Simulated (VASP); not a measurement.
A run of VASP 6.6.1 is set up as follows.

INCAR

```
SYSTEM = Be
PREC = Accurate
ENCUT = 520
EDIFF = 1E-6
ISMEAR = 0
SIGMA = 0.1
LREAL = .FALSE.
LASPH = .TRUE.
NELM = 80
ALGO = Normal
ISIF = 2
LWAVE = .FALSE.
LCHARG = .FALSE.
GGA = PS
NBANDS = 18
```

Contents of KPOINTS:

```
Automatic mesh
0
G
  10 6 4
  0 0 0
```

File POSCAR:

```
Be
1.0
    1.1287367862     -1.9550294621      0.0000000000
   -3.3862103586     -1.9550294621      0.0000000000
    0.0000000000      0.0000000000     -7.1043805321
Be
8
Direct
    0.5000000000      0.8333333333      0.6250000000
    0.5000000000      0.8333333333      0.1250000000
    1.0000000000      0.3333333333      0.6250000000
    1.0000000000      0.3333333333      0.1250000000
    1.0000000000      0.6666666667      0.8750000000
    1.0000000000      0.6666666667      0.3750000000
    0.5000000000      0.1666666667      0.8750000000
    0.5000000000      0.1666666667      0.3750000000
```

Potentials or basis: VASP PAW PBE potentials, release 64 (Be).

Launch:

```console
$ cat potpaw_PBE.64/Be/POTCAR > POTCAR
$ mpirun -np 1 vasp_std > vasp.out
```

(1) Estimate the largest force.

(2) Predict the pressure.

(3) Estimate the band gap on the k mesh.

## Answers

(1) 0.027 eV/Å.

(2) 0.4 GPa.

(3) zero (bands 8 and 9 overlap by 1.22 eV).

Caveat: the PAW data sets were made with another functional, which shifts forces and pressure a little.
